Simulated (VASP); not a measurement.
**PbSe (rock salt type): single point with PBE**

Crystal: PbSe (rock salt type).

```
CELL_PARAMETERS angstrom
0.00000 3.10500 3.10500
3.10500 0.00000 3.10500
3.10500 3.10500 0.00000
ATOMIC_POSITIONS crystal
Pb 0.00000 0.00000 0.00000
Se 0.50000 0.50000 0.50000
```

* Program: VASP 6.6.1
* Task: single point
* Functional: PBE
* Potentials or basis: VASP PAW PBE potentials, release 64 (Pb_d, Se)
* Cutoff: 520 eV
* k mesh: 6 × 6 × 6
* Occupations: fermi-dirac, width 0.02 eV
* Spin: no spin polarisation
* Dipole correction: no
* Further INCAR settings: ALGO = Normal; EDIFF = 1e-06; NBANDS = 17

| Item | Value |
| --- | --- |
| Pressure | 0.1 GPa |
| Band gap on the k mesh | 0.43 eV |

Levels at points of the mesh, in eV from the valence-band top:
| k point | band 7 | band 8 | band 9 | band 10 | band 11 | band 12 | band 13 | band 14 |
| --- | --- | --- | --- | --- | --- | --- | --- | --- |
| (0.00, 0.00, 0.00) | -6.34 | -1.65 | -1.65 | -1.65 | 4.65 | 4.65 | 4.65 | 6.64 |
| (0.50, 0.00, 0.00) | -8.54 | -1.28 | -1.28 | 0.00 | 0.43 | 1.82 | 1.82 | 8.53 |
| (0.50, 0.50, 0.00) | -7.28 | -4.60 | -2.94 | -2.94 | 3.91 | 5.48 | 5.48 | 5.90 |

It took 28 s on 1 thread of Intel Xeon 8259CL, with other jobs on the host, peak memory 0.2 GiB.

Caveat: spin-orbit coupling is left out, which moves the levels of the heavy elements. A k mesh can miss the band edges.
